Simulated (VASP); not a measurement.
# Ca in VASP: settings compared

Ca is run at these levels: PBE, BLYP+D4, PBE+D4, pbe exchange, lda correlation, PBE+D3(BJ); tasks: single point.

All numbers are computed with VASP 6.6.1; they aren't measurements. Logs are shortened: lines on timing, memory, paths and dates and some standing lists are left out, and cuts for length are marked.

## Step 1: The cell of the first run

The typed cell holds 1 atom: a = 3.928 Å, b = 3.875 Å, c = 4.059 Å, α = 60.27°, β = 59.78°, γ = 59.78°.

## Step 2: Single point, PBE (the cell strained at random)

Input file INCAR:

```
ALGO     = Normal         # electronic algorithm
EDIFF    = 1E-6           # SCF threshold, eV
ENCUT    = 520            # plane-wave cutoff, eV
GGA      = PE             # functional
ISIF     = 2              # what is computed and relaxed
ISMEAR   = -1             # smearing method
LASPH    = T              # aspherical terms in the spheres
LCHARG   = F              # write CHGCAR
LREAL    = F              # projectors in reciprocal space
LWAVE    = F              # write WAVECAR
NBANDS   = 11             # bands
NELM     = 100            # most SCF steps
PREC     = Accurate       # precision mode
SIGMA    = 0.05           # smearing width, eV
```

Input file KPOINTS:

```
k-points
0
Gamma
  8 8 8
```

Input file POSCAR:

```
Ca
1.0
    0.0226090000      2.8095600000      2.7447680000
    2.7524950000      0.0396230000      2.7277540000
    2.8498400000      2.8898890000     -0.0577210000
Ca
1
Direct
   -0.0007270000      0.0032390000     -0.0010580000
```

Potentials or basis: VASP PAW PBE potentials, release 64 (Ca_sv).

Started as:

```console
> cat potpaw_PBE.64/Ca_sv/POTCAR > POTCAR
> mpirun -np 1 vasp_std > vasp.out
```

OUTCAR:

```text
EDIFF = 1E-6
   ENCUT = 520
   GGA = PE
   ISIF = 2
   ISMEAR = -1
   LASPH = T
   LREAL = F
   NELM = 100
   PREC = Accurate

 ion  position               nearest neighbor table
   1  0.999  0.003  0.999-

  LATTYP: Found a triclinic cell.
 ALAT       =     3.8891024714
 B/A-ratio  =     0.9964672604
 C/A-ratio  =     1.0237997206
 COS(alpha) =     0.0091132834
 COS(beta)  =     0.4871261850
 COS(gamma) =     0.4881892356

  Lattice vectors:

 A1 = (  -2.7298860000,   2.7699370000,   0.0170140000)
 A2 = (  -2.7524950000,  -0.0396230000,  -2.7277540000)
 A3 = (  -2.8272310000,  -0.0803290000,   2.8024890000)

Analysis of symmetry for initial positions (statically):
=====================================================================
 Subroutine PRICEL returns:
 Original cell was already a primitive cell.

 Routine SETGRP: Setting up the symmetry group for a
 triclinic supercell.

 Subroutine GETGRP returns: Found  2 space group operations
 (whereof  1 operations were pure point group operations)
 out of a pool of  2 trial point group operations.

The static configuration has the point symmetry C_1 .
 The point group associated with its full space group is S_2 .

Analysis of symmetry for dynamics (positions and initial velocities):
=====================================================================
 Subroutine PRICEL returns:
 Original cell was already a primitive cell.

 Routine SETGRP: Setting up the symmetry group for a
 triclinic supercell.

 Subroutine GETGRP returns: Found  2 space group operations
 (whereof  1 operations were pure point group operations)
 out of a pool of  2 trial point group operations.

The dynamic configuration has the point symmetry C_1 .
 The point group associated with its full space group is S_2 .

 Subroutine INISYM returns: Found  2 space group operations
 (whereof  1 operations are pure point group operations),
 and found     1 'primitive' translations

----------------------------------------------------------------------------------------

                                     Primitive cell

  volume of cell :      43.6317

  direct lattice vectors                    reciprocal lattice vectors
     0.022609000  2.809560000  2.744768000    -0.180721547  0.181806672  0.179719809
     2.752495000  0.039623000  2.727754000     0.185512833 -0.179306551  0.182011104
     2.849840000  2.889889000 -0.057721000     0.173154559  0.171739438 -0.177219752

  length of vectors
     3.927835273  3.875363285  4.059110515     0.313070524  0.315743397  0.301469362

  position of ions in fractional coordinates (direct lattice)
     0.999273000  0.003239000  0.998942000

  ion indices of the primitive-cell ions
   primitive index   ion index
                 1           1

----------------------------------------------------------------------------------------

 KPOINTS: k-points

Automatic generation of k-mesh.
 Grid dimensions read from file:
 generate k-points for:    8    8    8

 Generating k-lattice:

  Cartesian coordinates                     Fractional coordinates (reciprocal lattice)
    -0.022590193  0.022725834  0.022464976     0.125000000  0.000000000  0.000000000
     0.023189104 -0.022413319  0.022751388     0.000000000  0.125000000  0.000000000
     0.021644320  0.021467430 -0.022152469     0.000000000  0.000000000  0.125000000

  Length of vectors
     0.039133816  0.039467925  0.037683670

  Shift w.r.t. Gamma in fractional coordinates (k-lattice)
     0.000000000  0.000000000  0.000000000

 Subroutine IBZKPT returns following result:
 ===========================================

 Found    260 irreducible k-points:

 Following reciprocal coordinates:
            Coordinates               Weight
  0.000000  0.000000  0.000000      1.000000
  0.125000 -0.000000  0.000000      2.000000
  0.250000 -0.000000  0.000000      2.000000
  0.375000  0.000000  0.000000      2.000000
  0.500000 -0.000000  0.000000      1.000000
 -0.000000  0.125000 -0.000000      2.000000
[... 16 lines left out ...]
  0.125000  0.375000  0.000000      2.000000
  0.250000  0.375000  0.000000      2.000000
 [... further k-points ...]
   k-points           NKPTS =    260   k-points in BZ     NKDIM =    260   number of bands    NBANDS=     11
   number of dos      NEDOS =    301   number of ions     NIONS =      1
   total plane-waves  NPLWV =  27000
   dimension x,y,z NGX =    30 NGY =   30 NGZ =   30
   dimension x,y,z NGXF=    60 NGYF=   60 NGZF=   60
   ions per type =               1
   NGX,Y,Z   is equivalent  to a cutoff of  12.70, 12.87, 12.29 a.u.
   NGXF,Y,Z  is equivalent  to a cutoff of  25.40, 25.74, 24.57 a.u.
 SYSTEM =  unknown system
   PREC   = accura    normal or accurate (medium, high low for compatibility)
   ISTART =      0    job   : 0-new  1-cont  2-samecut
   ICHARG =      2    charge: 1-file 2-atom 10-const
   ISPIN  =      1    spin polarized calculation?
   LNONCOLLINEAR =      F non collinear calculations
   LSORBIT =      F    spin-orbit coupling
   LASPH  =      T    aspherical Exc in radial PAW
   ENCUT  =  520.0 eV  38.22 Ry    6.18 a.u.   7.30  7.21  7.55*2*pi/ulx,y,z
   NELM   =    100;   NELMIN=  2; NELMDL= -5     # of ELM steps
   EDIFF  = 0.1E-05   stopping-criterion for ELM
   LREAL  =      F    real-space projection
   EDIFFG = 0.1E-04   stopping-criterion for IOM
   NSW    =      0    number of steps for IOM
   IBRION =     -1    ionic relax: 0-MD 1-quasi-New 2-CG
   NFREE  =      0    steps in history (QN), initial steepest desc. (CG)
   ISIF   =      2    stress and relaxation
   ISYM   =      2    0-nonsym 1-usesym 2-fastsym
   POTIM  = 0.5000    time-step for ionic-motion
   TEBEG  =    0.0;   TEEND  =   0.0 temperature during run
   PSTRESS=    0.0 pullay stress
   NELECT =      10.0000    total number of electrons
   NUPDOWN=      -1.0000    fix difference up-down
   EMIN   =  10.00;   EMAX   =-10.00  energy-range for DOS
   EFERMI =   0.00;   METHOD = LEGACY
   ISMEAR =    -1;   SIGMA  =   0.05  broadening in eV -4-tet -1-fermi 0-gaus
   EFERMI_NEDOS =   21; number of points for ismear=-14 and -15
   IALGO  =     38    algorithm
   IMIX   =      4    mixing-type and parameters
     AMIX     =   0.40;   BMIX     =  1.00
     AMIX_MAG =   1.60;   BMIX_MAG =  1.00
  volume/ion in A,a.u.               =      43.63       294.44
  Fermi-wavevector in a.u.,A,eV,Ry     =   1.001861  1.893242 13.656507  1.003725
  Thomas-Fermi vector in A             =   2.134310
   LORBIT       =      0    0 simple, 1 ext, 2 COOP (PROOUT), +10 PAW based schemes
   GGA     = PE    functional components
   LHFCALC =     F    Hartree Fock is set to
   AEXX    =    0.0000 exact exchange contribution
   IVDW    =     0    specifies the selected vdW correction
   LEPSILON=     F    determine dielectric tensor
   LRPA    =     F    only Hartree local field effects (RPA)
 non-spin polarized calculation
  energy-cutoff  :      520.00
  volume of cell :       43.63
 maximum number of plane-waves:      1192
 NGX is ok and might be reduce to    30

 number of electron      10.0000000 magnetization

 Free energy of the ion-electron system (eV)
  ---------------------------------------------------
  ext. energy  EPLUGINS =         0.00000000
  ---------------------------------------------------
  free energy    TOTEN  =        -1.92727915 eV

  energy without entropy =       -1.91634761  energy(sigma->0) =       -1.92181338

 E-fermi :   1.7984     XC(G=0):  -7.6322

 val. band max:        1.7944277886   @ k =  -0.3750   0.2500   0.1250
 cond. band min:       1.8001190465   @ k =   0.3750  -0.3750   0.1250
 fundamental gap:      0.0056912579
 Fermi energy:         1.7984143329

 k-point     1 :       0.0000    0.0000    0.0000
  band No.  band energies     occupation
      1     -40.2624      2.00000
      2     -21.1845      2.00000
      3     -21.1825      2.00000
      4     -21.1821      2.00000
      5      -2.1362      2.00000
      6       3.9331      0.00000
      7       4.1608      0.00000
      8       4.2524      0.00000
      9       5.1054      0.00000
     10       5.2196      0.00000
     11      10.7256      0.00000

 k-point     2 :       0.1250   -0.0000    0.0000
  band No.  band energies     occupation
      1     -40.2605      2.00000
      2     -21.2023      2.00000
      3     -21.1860      2.00000
      4     -21.1851      2.00000
      5      -1.8722      2.00000
      6       3.9001      0.00000
      7       4.0245      0.00000
      8       4.3502      0.00000
      9       5.0209      0.00000
     10       5.1328      0.00000
     11      10.9962      0.00000

 k-point     3 :       0.2500   -0.0000    0.0000
  band No.  band energies     occupation
      1     -40.2561      2.00000
      2     -21.2478      2.00000
      3     -21.1929      2.00000
      4     -21.1912      2.00000
      5      -1.1206      2.00000
      6       3.2727      0.00000
      7       4.0519      0.00000
      8       4.4456      0.00000
      9       5.0872      0.00000
     10       5.1808      0.00000
     11       9.1214      0.00000

 k-point     4 :       0.3750    0.0000    0.0000
  band No.  band energies     occupation
      1     -40.2517      2.00000
      2     -21.2928      2.00000
      3     -21.1998      2.00000
      4     -21.1972      2.00000
      5      -0.0198      2.00000
      6       2.4632      0.00000
      7       3.8797      0.00000
      8       4.2870      0.00000
      9       5.5123      0.00000
     10       5.6148      0.00000
     11       7.5271      0.00000
[... 239 lines left out ...]
 k-point    22 :       0.0000    0.3750   -0.0000
  band No.  band energies     occupation
      1     -40.2510      2.00000
      2     -21.2977      2.00000
      3     -21.2025      2.00000
      4     -21.1959      2.00000
      5       0.0153      2.00000
      6       2.5072      0.00000
      7       3.9266      0.00000
      8       4.2117      0.00000
      9       5.5069      0.00000
     10       5.6114      0.00000
     11       7.5960      0.00000

 k-point    23 :       0.1250    0.3750    0.0000
  band No.  band energies     occupation
      1     -40.2516      2.00000
      2     -21.2805      2.00000
      3     -21.2071      2.00000
      4     -21.2019      2.00000
      5      -0.1813      2.00000
      6       2.7751      0.00000
      7       3.9518      0.00000
      8       4.1691      0.00000
      9       5.2871      0.00000
     10       5.6358      0.00000
     11       8.0693      0.00000

 k-point    24 :       0.2500    0.3750    0.0000
  band No.  band energies     occupation
      1     -40.2506      2.00000
      2     -21.2723      2.00000
      3     -21.2168      2.00000
      4     -21.2144      2.00000
      5       0.0239      2.00000
      6       2.8011      0.00000
      7       3.5701      0.00000
      8       4.6596      0.00000
      9       5.2253      0.00000
     10       5.6884      0.00000
     11       8.6963      0.00000

 [... further k-points ...]
[... 5 lines left out ...]
  --------------------------------------------------------------------------------------
  -------------------------------------------------------------------------------------
  Total       -0.1367273     -0.1665763     -0.1268218     -0.1669542      0.0705781      0.1112917
  in kB       -5.0206903     -6.1167582     -4.6569560     -6.1306347      2.5916594      4.0866843
  external PRESSURE =      -5.2648015 kB  Pullay stress =       0.0000000 kB

 VOLUME and BASIS-vectors are now :
 -----------------------------------------------------------------------------
  energy-cutoff  :      520.00
  volume of cell :       43.63
      direct lattice vectors                 reciprocal lattice vectors
     0.022609000  2.809560000  2.744768000    -0.180721547  0.181806672  0.179719809
     2.752495000  0.039623000  2.727754000     0.185512833 -0.179306551  0.182011104
     2.849840000  2.889889000 -0.057721000     0.173154559  0.171739438 -0.177219752

 POSITION                                       TOTAL-FORCE (eV/Angst)
 -----------------------------------------------------------------------------------
      2.87833      5.69448      2.69395         0.000000      0.000000      0.000000
 -----------------------------------------------------------------------------------
    total drift:                                0.000003     -0.000002      0.000002

  FREE ENERGIE OF THE ION-ELECTRON SYSTEM (eV)
  ---------------------------------------------------
  free  energy   TOTEN  =        -1.9272791545 eV

  energy  without entropy=       -1.9163476116  energy(sigma->0) =       -1.92181338
```

Run time: 3.3 min. Hardware: 1 thread of AMD EPYC 7R13, shared host; peak memory 0.23 GiB.

What came out:

* Free energy: -1.9273 eV
* Pressure: -0.5 GPa
* Band gap on the k mesh: zero (bands 5 and 6 overlap by 0.56 eV)

Stress tensor (GPa, compression positive):
```
-0.50 -0.61  0.41
-0.61 -0.61  0.26
 0.41  0.26 -0.47
```

Levels at points of the mesh, in eV from the Fermi level:
```tsv
k point	band 1	band 2	band 3	band 4	band 5	band 6	band 7	band 8	band 9	band 10
(0.00, 0.00, 0.00)	-42.06	-22.98	-22.98	-22.98	-3.93	2.13	2.36	2.45	3.31	3.42
(0.50, 0.00, 0.00)	-42.05	-23.11	-23.00	-23.00	-0.89	-0.09	1.99	2.40	3.97	4.07
(0.00, 0.50, 0.00)	-42.05	-23.12	-23.00	-23.00	-0.85	-0.04	2.03	2.32	3.96	4.10
(0.50, 0.50, 0.00)	-42.04	-23.10	-23.03	-23.03	-0.36	0.60	1.04	3.99	4.16	4.22
(0.00, 0.00, 0.50)	-42.05	-23.09	-23.00	-22.99	-1.09	-0.31	2.21	2.33	3.93	4.02
(0.50, 0.00, 0.50)	-42.05	-23.10	-23.02	-23.02	-0.43	0.65	0.83	3.99	4.18	4.20
(0.00, 0.50, 0.50)	-42.04	-23.10	-23.03	-23.02	-0.38	0.62	0.96	3.96	4.16	4.23
(0.50, 0.50, 0.50)	-42.05	-23.11	-23.00	-22.99	-0.94	-0.15	2.10	2.34	3.89	4.09
```

Caveat: the cell differs from its parent crystal (the cell strained at random).

## Step 3: Single point, BLYP+D4

This run uses another cell than the first one, of the same volume but with other edges.

Input file INCAR:

```
SYSTEM = Ca
PREC     = Accurate       ! precision mode
ENCUT    = 500            ! plane-wave cutoff, eV
EDIFF    = 1E-6           ! SCF threshold, eV
ISMEAR   = -1             ! smearing method
SIGMA    = 0.1            ! smearing width, eV
LREAL    = .FALSE.        ! projectors in reciprocal space
LASPH    = .TRUE.         ! aspherical terms in the spheres
NELM     = 120            ! most SCF steps
ALGO     = Normal         ! electronic algorithm
ISIF     = 2              ! what is computed and relaxed
LWAVE    = .FALSE.        ! write WAVECAR
LCHARG   = .FALSE.        ! write CHGCAR
GGA      = B5             ! functional
ALDAX    = 1.0          
AGGAX    = 1.0          
AGGAC    = 1.0          
ALDAC    = 0.0          
IVDW     = 13             ! dispersion correction
VDW_S6   = 1.0          
VDW_S8   = 2.34076671   
VDW_A1   = 0.44488865   
VDW_A2   = 4.0933009    
NBANDS   = 11             ! bands
GGA_COMPAT= .FALSE.
```

Input file KPOINTS:

```
regular mesh
0
G
  8 8 8
  0 0 0
```

Input file POSCAR:

```
Ca
1.0
    0.0000000000      2.7942000000      2.7942000000
    2.7942000000      0.0000000000      2.7942000000
    2.7942000000      2.7942000000      0.0000000000
Ca
1
Direct
    0.0000000000      0.0000000000      0.0000000000
```

Potentials or basis: VASP PAW PBE potentials, release 64 (Ca_sv).

Started as:

```console
> cat potpaw_PBE.64/Ca_sv/POTCAR > POTCAR
> mpirun -np 1 vasp_std > vasp.out
```

OUTCAR:

```text
SYSTEM = Ca
   PREC = Accurate
   ENCUT = 500
   EDIFF = 1E-6
   ISMEAR = -1
   LREAL = .FALSE.
   LASPH = .TRUE.
   NELM = 120
   ISIF = 2
   GGA = B5
   IVDW = 13

 ion  position               nearest neighbor table
   1  0.000  0.000  0.000-

  LATTYP: Found a face centered cubic cell.
 ALAT       =     5.5884000000

  Lattice vectors:

 A1 = (   0.0000000000,   2.7942000000,   2.7942000000)
 A2 = (   2.7942000000,   0.0000000000,   2.7942000000)
 A3 = (   2.7942000000,   2.7942000000,   0.0000000000)

Analysis of symmetry for initial positions (statically):
=====================================================================
 Subroutine PRICEL returns:
 Original cell was already a primitive cell.

 Routine SETGRP: Setting up the symmetry group for a
 face centered cubic supercell.

 Subroutine GETGRP returns: Found 48 space group operations
 (whereof 48 operations were pure point group operations)
 out of a pool of 48 trial point group operations.

The static configuration has the point symmetry O_h .

Analysis of symmetry for dynamics (positions and initial velocities):
=====================================================================
[... 169 lines left out ...]
      3     -20.8670      2.00000
      4     -20.8670      2.00000
      5      -1.6567      2.00000
      6       4.3601      0.00000
      7       4.3601      0.00000
      8       4.3601      0.00000
      9       5.3357      0.00000
     10       5.3357      0.00000
     11      11.3909      0.00000
[... 309 lines left out ...]
 k-point    24 :      -0.3750    0.2500    0.1250
  band No.  band energies     occupation
      1     -39.8114      2.00000
      2     -20.9726      2.00000
      3     -20.9159      2.00000
      4     -20.8944      2.00000
      5       1.9134      1.93479
      6       2.2292      1.11523
      7       3.6257      0.00000
      8       4.6536      0.00000
      9       5.8401      0.00000
     10       6.4162      0.00000
     11       6.8074      0.00000

 [... further k-points ...]

------------------------ aborting loop because EDIFF is reached ----------------------------------------

  DFT-D4 for vdW energy calculation

  Edisp (eV):   -0.30908

  FORCE on cell =-STRESS in cart. coord.  units (eV):
  Direction    XX          YY          ZZ          XY          YZ          ZX
  --------------------------------------------------------------------------------------
  -------------------------------------------------------------------------------------
  Total      -0.38249    -0.38249    -0.38249    -0.00000    -0.00000     0.00000
  in kB     -14.04522   -14.04522   -14.04522    -0.00000    -0.00000     0.00000
  external pressure =      -14.05 kB  Pullay stress =        0.00 kB

 VOLUME and BASIS-vectors are now :
 -----------------------------------------------------------------------------
  energy-cutoff  :      500.00
  volume of cell :       43.63
      direct lattice vectors                 reciprocal lattice vectors
     0.000000000  2.794200000  2.794200000    -0.178942094  0.178942094  0.178942094
     2.794200000  0.000000000  2.794200000     0.178942094 -0.178942094  0.178942094
     2.794200000  2.794200000  0.000000000     0.178942094  0.178942094 -0.178942094

 POSITION                                       TOTAL-FORCE (eV/Angst)
 -----------------------------------------------------------------------------------
      0.00000      0.00000      0.00000        -0.000000     -0.000000     -0.000000
 -----------------------------------------------------------------------------------
    total drift:                               -0.000000     -0.000000      0.000000

  FREE ENERGIE OF THE ION-ELECTRON SYSTEM (eV)
  ---------------------------------------------------
  free  energy   TOTEN  =        -1.5713453102 eV

  energy  without entropy=       -1.5303519035  energy(sigma->0) =       -1.55084861
```

stdout:

```text
POSCAR found type information on POSCAR Ca
 POSCAR found :  1 types and       1 ions
 scaLAPACK will be used
 -----------------------------------------------------------------------------
|                                                                             |
|                                                                             |
|     You enforced a specific xc type in the INCAR file but a different       |
|     I HOPE YOU KNOW WHAT YOU ARE DOING!                                     |
|                                                                             |
 -----------------------------------------------------------------------------

 LDA part: xc-table for (Slater(with rela. corr.)+VWN5), standard interpolation
 POSCAR, INCAR and KPOINTS ok, starting setup
 FFT: planning ... GRIDC
 FFT: planning ... GRID_SOFT
 FFT: planning ... GRID
 WAVECAR not read
 entering main loop
```

Run time: 10 s. Hardware: 1 thread of Intel Xeon 6975P-C (Granite Rapids), shared host; peak memory 0.16 GiB.

What came out:

- Free energy: -1.5713 eV
- Pressure: -1.4 GPa
- Band gap on the k mesh: zero (bands 5 and 6 overlap by 0.26 eV)
- Dispersion energy per atom: -0.309 eV

Caveat: the PAW data sets were made with another functional, which shifts forces and pressure a little.

[end of part 1 of 2]
